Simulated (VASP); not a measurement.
Input of a VASP 6.6.1 run:

Contents of INCAR:

```
PREC = Accurate
ENCUT = 600
EDIFF = 1E-6
ISMEAR = 0
SIGMA = 0.2
LREAL = F
LASPH = T
NELM = 60
ALGO = Fast
ISIF = 3
LWAVE = F
LCHARG = F
GGA = PE
IBRION = 2
NSW = 36
EDIFFG = -0.08
```

The input KPOINTS:

```
Automatic mesh
0
Gamma
  4 4 4
```

File POSCAR:

```
Zr4Ag
1.0
    0.0000000000      3.6046660500      3.6046660500
    3.6046660500      0.0000000000      3.6046660500
    3.6046660500      3.6046660500      0.0000000000
Zr Ag
4 1
Direct
    0.1200264500      0.1200264500      0.1200264500
    0.1200264500      0.1200264500      0.6399206500
    0.1200264500      0.6399206500      0.1200264500
    0.6399206500      0.1200264500      0.1200264500
    0.5000000000      0.5000000000      0.5000000000
```

Potentials or basis: VASP PAW PBE potentials, release 64 (Zr_sv, Ag).

Launch:

```bash
$ cat potpaw_PBE.64/Zr_sv/POTCAR potpaw_PBE.64/Ag/POTCAR > POTCAR
$ mpirun -np 1 vasp_std > vasp.out
```

Task: What does it give for the relaxed cell?

Result: a = 5.757 Å, b = 5.757 Å, c = 5.757 Å, α = 60.00°, β = 60.00°, γ = 60.00°.

Task: Predict the relaxed volume.

Result: 26.99 Å³/atom.

Task: Estimate the band gap on the k mesh.

Result: Zero (an odd number of electrons rules out a gap without spin polarisation).

Task: What does it give for the space group after relaxing (to 0.1 Å)?

Result: F-43m (No. 216).

Forces in eV/Å, atoms in the order of the input:
```
Zr   0.003  0.003  0.003
Zr  -0.003 -0.003  0.003
Zr  -0.003  0.003 -0.003
Zr   0.003 -0.003 -0.003
Ag   0.000  0.000  0.000
```

Caveat: the k points lie up to 0.33 Å⁻¹ apart in the final cell, too coarse for converged energies and pressures of a metal; the volume moved by over 15 % at a fixed basis, so the end points are rough.
